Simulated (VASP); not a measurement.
# SrTiO3 (Pm-3m) in VASP: a series of runs

The runs below take SrTiO3 through single point, with PBE.

All numbers are computed with VASP 6.6.1; they aren't measurements. Logs are shortened: lines on timing, memory, paths and dates and some standing lists are left out, and cuts for length are marked.

## (1) The cell of the first run

The structure is cubic, space group Pm-3m (No. 221). The conventional cell has a = 3.936 Å, b = 3.936 Å, c = 3.936 Å, α = 90.00°, β = 90.00°, γ = 90.00°. Sr (site symmetry m-3m) has 12 O at 2.78 Å and 8 Ti at 3.41 Å within 3.7 Å. Within 2.6 Å of Ti (site symmetry m-3m) lie 6 O at 1.97 Å. O (site symmetry 4/mmm) has 2 Ti at 1.97 Å within 2.6 Å.

## (2) Single point, PBE, collinear spin

Input file INCAR:

```
SYSTEM = SrTiO3
  PREC = Accurate
  ENCUT = 520
  EDIFF = 1E-6
  ISMEAR = 0
  SIGMA = 0.05
  LREAL = .False.
  LASPH = .True.
  NELM = 150
  ALGO = Normal
  ISIF = 2
  LWAVE = .False.
  LCHARG = .False.
  ISPIN = 2
  MAGMOM = 0 0 1 -1 0 0 0 0 0 0
  LORBIT = 11
  LMAXMIX = 4
  GGA = PE
  NBANDS = 55
```

Input file KPOINTS:

```
regular mesh
0
Gamma
  6 6 6
  0 0 0
```

Input file POSCAR:

```
SrTiO3
1.0
    0.0000000000      3.9364552807      3.9364552807
    3.9364552807      0.0000000000      3.9364552807
    3.9364552807      3.9364552807      0.0000000000
Sr Ti O
2 2 6
Direct
    0.2500000000      0.2500000000      0.2500000000
    0.7500000000      0.7500000000      0.7500000000
    0.0000000000      0.0000000000      0.0000000000
    0.5000000000      0.5000000000      0.5000000000
   -0.2500000000      0.2500000000      0.2500000000
    0.2500000000     -0.2500000000      0.2500000000
    0.2500000000      0.2500000000     -0.2500000000
    0.2500000000      0.7500000000      0.7500000000
    0.7500000000      0.2500000000      0.7500000000
    0.7500000000      0.7500000000      0.2500000000
```

Potentials or basis: VASP PAW PBE potentials, release 64 (Sr_sv, Ti_sv, O).

Run with:

```sh
cat potpaw_PBE.64/Sr_sv/POTCAR potpaw_PBE.64/Ti_sv/POTCAR potpaw_PBE.64/O/POTCAR > POTCAR
mpirun -np 1 vasp_std > vasp.out
```

OUTCAR:

```text
SYSTEM = SrTiO3
   PREC = Accurate
   ENCUT = 520
   EDIFF = 1E-6
   ISMEAR = 0
   LREAL = .False.
   LASPH = .True.
   NELM = 150
   ISIF = 2
   ISPIN = 2
   LORBIT = 11
   GGA = PE

 ion  position               nearest neighbor table
   1  0.250  0.250  0.250-   5 2.78   6 2.78   7 2.78   7 2.78   8 2.78   9 2.78   6 2.78   8 2.78
                            10 2.78   5 2.78   9 2.78  10 2.78   3 3.41   3 3.41   4 3.41   3 3.41
   2  0.750  0.750  0.750-   8 2.78   9 2.78  10 2.78   5 2.78   6 2.78  10 2.78   5 2.78   7 2.78
                             9 2.78   6 2.78   7 2.78   8 2.78   4 3.41   4 3.41   3 3.41   4 3.41
   3  0.000  0.000  0.000-   5 1.97   6 1.97   7 1.97   8 1.97   9 1.97  10 1.97   2 3.41   2 3.41
                             2 3.41   1 3.41   1 3.41   1 3.41   2 3.41   1 3.41
   4  0.500  0.500  0.500-   5 1.97   6 1.97   7 1.97   8 1.97   9 1.97  10 1.97   1 3.41   1 3.41
                             1 3.41   2 3.41   2 3.41   2 3.41   2 3.41   1 3.41
   5  0.750  0.250  0.250-   3 1.97   4 1.97   1 2.78   2 2.78   2 2.78   1 2.78
   6  0.250  0.750  0.250-   3 1.97   4 1.97   1 2.78   2 2.78   1 2.78   2 2.78
   7  0.250  0.250  0.750-   3 1.97   4 1.97   1 2.78   1 2.78   2 2.78   2 2.78
   8  0.250  0.750  0.750-   3 1.97   4 1.97   2 2.78   1 2.78   1 2.78   2 2.78
   9  0.750  0.250  0.750-   3 1.97   4 1.97   2 2.78   1 2.78   2 2.78   1 2.78
  10  0.750  0.750  0.250-   3 1.97   4 1.97   2 2.78   2 2.78   1 2.78   1 2.78

  LATTYP: Found a face centered cubic cell.
 ALAT       =     7.8729105614

  Lattice vectors:

 A1 = (   0.0000000000,   3.9364552807,   3.9364552807)
 A2 = (   3.9364552807,   0.0000000000,   3.9364552807)
 A3 = (   3.9364552807,   3.9364552807,   0.0000000000)

Analysis of symmetry for initial positions (statically):
=====================================================================
 Subroutine PRICEL returns following result:

  LATTYP: Found a simple cubic cell.
 ALAT       =     3.9364552807
[... 12 lines left out ...]
 Subroutine GETGRP returns: Found 48 space group operations
 (whereof 48 operations were pure point group operations)
 out of a pool of 48 trial point group operations.

The static configuration has the point symmetry O_h .

Analysis of symmetry for dynamics (positions and initial velocities):
=====================================================================
 Subroutine PRICEL returns following result:

  LATTYP: Found a simple cubic cell.
 ALAT       =     3.9364552807
[... 12 lines left out ...]
 Subroutine GETGRP returns: Found 48 space group operations
 (whereof 48 operations were pure point group operations)
 out of a pool of 48 trial point group operations.

The dynamic configuration has the point symmetry O_h .

Analysis of structural, dynamic, and magnetic symmetry:
[... 176 lines left out ...]
 spin component 1

 k-point     1 :       0.0000    0.0000    0.0000
  band No.  band energies     occupation
      1     -52.5930      1.00000
      2     -52.5890      1.00000
      3     -28.8942      1.00000
      4     -28.8823      1.00000
      5     -28.8823      1.00000
      6     -28.8823      1.00000
[... 869 lines left out ...]
     51      11.5763      0.00000
     52      11.7096      0.00000
 Fermi energy:         4.3703970020

 spin component 2

 k-point     1 :       0.0000    0.0000    0.0000
  band No.  band energies     occupation
      1     -52.5930      1.00000
      2     -52.5890      1.00000
      3     -28.8942      1.00000
      4     -28.8823      1.00000
      5     -28.8823      1.00000
      6     -28.8823      1.00000
[... 869 lines left out ...]
     51      11.5763      0.00000
     52      11.7096      0.00000
 [bands above 52 left out]

------------------------ aborting loop because EDIFF is reached ----------------------------------------

  FORCE on cell =-STRESS in cart. coord.  units (eV):
  Direction    XX          YY          ZZ          XY          YZ          ZX
  --------------------------------------------------------------------------------------
  -------------------------------------------------------------------------------------
  Total        0.4739069      0.4739069      0.4739069      0.0000000      0.0000000     -0.0000000
  in kB        6.2238286      6.2238286      6.2238286      0.0000000      0.0000000     -0.0000000
  external PRESSURE =       6.2238286 kB  Pullay stress =       0.0000000 kB

 VOLUME and BASIS-vectors are now :
 -----------------------------------------------------------------------------
  energy-cutoff  :      520.00
  volume of cell :      122.00
      direct lattice vectors                 reciprocal lattice vectors
     0.000000000  3.936455281  3.936455281    -0.127017828  0.127017828  0.127017828
     3.936455281  0.000000000  3.936455281     0.127017828 -0.127017828  0.127017828
     3.936455281  3.936455281  0.000000000     0.127017828  0.127017828 -0.127017828

 POSITION                                       TOTAL-FORCE (eV/Angst)
 -----------------------------------------------------------------------------------
      1.96823      1.96823      1.96823         0.000000      0.000000      0.000000
      5.90468      5.90468      5.90468        -0.000000     -0.000000     -0.000000
      0.00000      0.00000      0.00000         0.000000     -0.000000     -0.000000
      3.93646      3.93646      3.93646         0.000000      0.000000      0.000000
      1.96823      3.93646      3.93646         0.000000      0.000000     -0.000000
      3.93646      1.96823      3.93646         0.000000     -0.000000     -0.000000
      3.93646      3.93646      1.96823         0.000000      0.000000      0.000000
      5.90468      3.93646      3.93646         0.000000     -0.000000     -0.000000
      3.93646      5.90468      3.93646         0.000000      0.000000      0.000000
      3.93646      3.93646      5.90468        -0.000000     -0.000000     -0.000000
 -----------------------------------------------------------------------------------
    total drift:                               -0.000000      0.000000      0.000000

  FREE ENERGIE OF THE ION-ELECTRON SYSTEM (eV)
  ---------------------------------------------------
  free  energy   TOTEN  =       -80.2067454989 eV

  energy  without entropy=      -80.2067454989  energy(sigma->0) =      -80.20674550

 total charge

# of ion       s       p       d       tot
------------------------------------------
    1        1.997   5.792   0.192   7.982
    2        1.997   5.792   0.192   7.982
    3        2.224   6.303   1.733  10.259
    4        2.224   6.303   1.733  10.259
    5        1.564   3.481   0.000   5.045
    6        1.564   3.481   0.000   5.045
    7        1.564   3.481   0.000   5.045
    8        1.564   3.481   0.000   5.045
    9        1.564   3.481   0.000   5.045
   10        1.564   3.481   0.000   5.045
--------------------------------------------------
tot         17.824  45.076   3.850  66.749

 magnetization (x)

# of ion       s       p       d       tot
------------------------------------------
    1        0.000   0.000   0.000   0.000
    2        0.000   0.000   0.000   0.000
    3       -0.000  -0.000  -0.000  -0.000
    4        0.000   0.000   0.000   0.000
    5        0.000   0.000   0.000   0.000
    6        0.000   0.000   0.000   0.000
    7        0.000   0.000   0.000   0.000
    8        0.000   0.000   0.000   0.000
    9        0.000   0.000   0.000   0.000
   10        0.000   0.000   0.000   0.000
--------------------------------------------------
tot          0.000   0.000   0.000   0.000
```

stdout:

```text
POSCAR found type information on POSCAR SrTiO
 POSCAR found :  3 types and      10 ions
 scaLAPACK will be used
 LDA part: xc-table for (Slater+PW92), standard interpolation
 POSCAR, INCAR and KPOINTS ok, starting setup
 FFT: planning ... GRIDC
 FFT: planning ... GRID_SOFT
 FFT: planning ... GRID
 WAVECAR not read
 entering main loop
```

It took 3.6 min on 1 thread of Intel Xeon 6975P-C (Granite Rapids), shared host; peak memory 0.41 GiB.

What came out:

```
Free energy                                           : -80.2067 eV
Pressure                                              : 0.6 GPa
Band gap on the k mesh                                : 1.81 eV
Net moment                                            : 0.00 μB per cell
Valence electrons inside the program's atomic spheres : Sr 7.98; Ti 10.26; O 5.04
```

## (3) Single point, PBE, collinear spin

This run uses another cell than the first one, of the same volume but with other edges.

Input file INCAR:

```
SYSTEM = SrTiO3
ALGO = Normal
EDIFF = 1E-6
ENCUT = 520
GGA = PE
ISIF = 2
ISMEAR = 0
ISPIN = 2
LASPH = .True.
LCHARG = .True.
LELF = .True.
LMAXMIX = 4
LORBIT = 11
LREAL = .False.
LVHAR = .True.
LWAVE = .False.
MAGMOM = 0 0 1 -1 0 0 0 0 0 0
NBANDS = 55
NELM = 150
PREC = Accurate
SIGMA = 0.05
```

Input file KPOINTS:

```
k-points
0
Gamma
  4 4 6
  0 0 0
```

Input file POSCAR:

```
SrTiO3
1.0
    0.0000000000      3.9364552807      3.9364552807
    0.0000000000     -3.9364552807      3.9364552807
    3.9364552807      0.0000000000      0.0000000000
Sr Ti O
2 2 6
Direct
    0.5000000000      0.0000000000      0.5000000000
    1.0000000000      0.5000000000      0.5000000000
    0.0000000000      0.0000000000      0.0000000000
    0.5000000000      0.5000000000      0.0000000000
    0.0000000000      0.0000000000      0.5000000000
    0.2500000000     -0.2500000000      0.0000000000
    0.2500000000      0.2500000000      0.0000000000
    0.5000000000      0.5000000000      0.5000000000
    0.7500000000      0.2500000000      0.0000000000
    0.7500000000      0.7500000000      0.0000000000
```

Potentials or basis: VASP PAW PBE potentials, release 64 (Sr_sv, Ti_sv, O).

Run with:

```sh
cat potpaw_PBE.64/Sr_sv/POTCAR potpaw_PBE.64/Ti_sv/POTCAR potpaw_PBE.64/O/POTCAR > POTCAR
mpirun -np 1 vasp_std > vasp.out
```

It took 9.7 min on 1 thread of Intel Xeon 8259CL, shared host; peak memory 0.42 GiB.

The run converged. Its results:

* Free energy: -80.2054 eV
* Pressure: 0.6 GPa
* Band gap on the k mesh: 1.81 eV
* Net moment: 0.00 μB per cell
* Valence electrons inside the program's atomic spheres: Sr 7.98; Ti 10.26; O 5.04

Levels at points of the mesh, in eV from the valence-band top:
Spin up:
```
           k point  band 36  band 37  band 38  band 39  band 40  band 41  band 42  band 43  band 44  band 45
(0.00, 0.00, 0.00)    -1.13    -0.37    -0.37    -0.37    -0.09     1.81     1.81     1.81     3.66     3.66
(0.50, 0.00, 0.00)    -1.34    -1.07    -1.07    -0.72    -0.72     2.79     2.79     2.92     2.92     3.19
(0.50, 0.50, 0.00)    -1.91    -0.73    -0.73    -0.73    -0.73     1.97     1.97     3.66     3.66     3.66
(0.00, 0.00, 0.50)    -0.73    -0.73     0.00     0.00     0.00     1.97     3.66     3.66     4.15     4.31
(0.50, 0.00, 0.50)    -0.92    -0.79    -0.79    -0.50    -0.50     3.36     3.36     3.84     3.84     3.87
(0.50, 0.50, 0.50)    -1.54    -1.54    -1.54    -0.09    -0.09     3.66     3.66     3.66     3.66     4.11
```
Spin down:
| k point | band 36 | band 37 | band 38 | band 39 | band 40 | band 41 | band 42 | band 43 | band 44 | band 45 |
| --- | --- | --- | --- | --- | --- | --- | --- | --- | --- | --- |
| (0.00, 0.00, 0.00) | -1.13 | -0.37 | -0.37 | -0.37 | -0.09 | 1.81 | 1.81 | 1.81 | 3.66 | 3.66 |
| (0.50, 0.00, 0.00) | -1.34 | -1.07 | -1.07 | -0.72 | -0.72 | 2.79 | 2.79 | 2.92 | 2.92 | 3.19 |
| (0.50, 0.50, 0.00) | -1.91 | -0.73 | -0.73 | -0.73 | -0.73 | 1.97 | 1.97 | 3.66 | 3.66 | 3.66 |
| (0.00, 0.00, 0.50) | -0.73 | -0.73 | 0.00 | 0.00 | 0.00 | 1.97 | 3.66 | 3.66 | 4.15 | 4.31 |
| (0.50, 0.00, 0.50) | -0.92 | -0.79 | -0.79 | -0.50 | -0.50 | 3.36 | 3.36 | 3.84 | 3.84 | 3.87 |
| (0.50, 0.50, 0.50) | -1.54 | -1.54 | -1.54 | -0.09 | -0.09 | 3.66 | 3.66 | 3.66 | 3.66 | 4.11 |

A k mesh can miss the band edges. Expect the measured gap to be larger: semilocal functionals such as PBE lack the derivative discontinuity.
